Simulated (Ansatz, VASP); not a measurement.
**One calculation of AlAs, two programs**

File INCAR:

```
SYSTEM = AlAs
PREC = Accurate ; ENCUT = 500
EDIFF = 1E-6 ; ISMEAR = 0
SIGMA = 0.05 ; LREAL = .False.
LASPH = .True. ; NELM = 120
ALGO = Normal ; ISIF = 2
LWAVE = .False. ; LCHARG = .False.
GGA = RP ; IVDW = 13
NBANDS = 11 ; GGA_COMPAT = .False.
```

The input KPOINTS:

```
regular mesh
0
Gamma
  8 8 8
  0 0 0
```

Contents of POSCAR:

```
AlAs
1.0
    0.0000000000      2.8237685197      2.8237685197
    2.8237685197      0.0000000000      2.8237685197
    2.8237685197      2.8237685197      0.0000000000
Al As
1 1
Direct
    0.0000000000      0.0000000000      0.0000000000
    0.7500000000      0.7500000000      0.7500000000
```

Input for Ansatz:

```yaml
crystal:
  lattice:
    - [0.0, 2.8237685197, 2.8237685197]
    - [2.8237685197, 0.0, 2.8237685197]
    - [2.8237685197, 2.8237685197, 0.0]
  atoms:
    - { symbol: Al, position: [0.0, 0.0, 0.0] }
    - { symbol: As, position: [0.75, 0.75, 0.75] }
basis:
  ecutwfc: 420
  ecutrho_ratio: 4
kpoints:
  mp_grid: { grid: [8, 8, 8] }
hamiltonian:
  xc: rpbe
  dispersion: d4
scf:
  occupations: { method: gaussian, width: 0.05 }
output:
  forces: true
  stress: true
  eigenvalues: true
```

Alike in both runs: task single point; functional RPBE; dispersion D4; k mesh 8 × 8 × 8; occupations gaussian, width 0.05 eV; no spin polarisation.

```csv
,VASP,Ansatz
version,VASP 6.6.1,Ansatz 0.2.0
potentials or method,"VASP PAW PBE potentials, release 64 (Al, As), cutoff 500 eV","scalar-relativistic, plane waves, PAW"
valence electrons in the cell,8,18
```

```csv
,VASP,Ansatz,Ansatz less VASP
gap on the k mesh at the Fermi level (eV),1.50,1.51,+0.008
least direct gap on the mesh (eV),2.25,2.24,-0.008
pressure (GPa),-0.5,-0.5,-0.08
```

VASP's potentials were made for PBE, not for RPBE. VASP's potentials hold 8 valence electrons a cell and Ansatz's 18, so a difference there can come from the potentials and not from the codes.
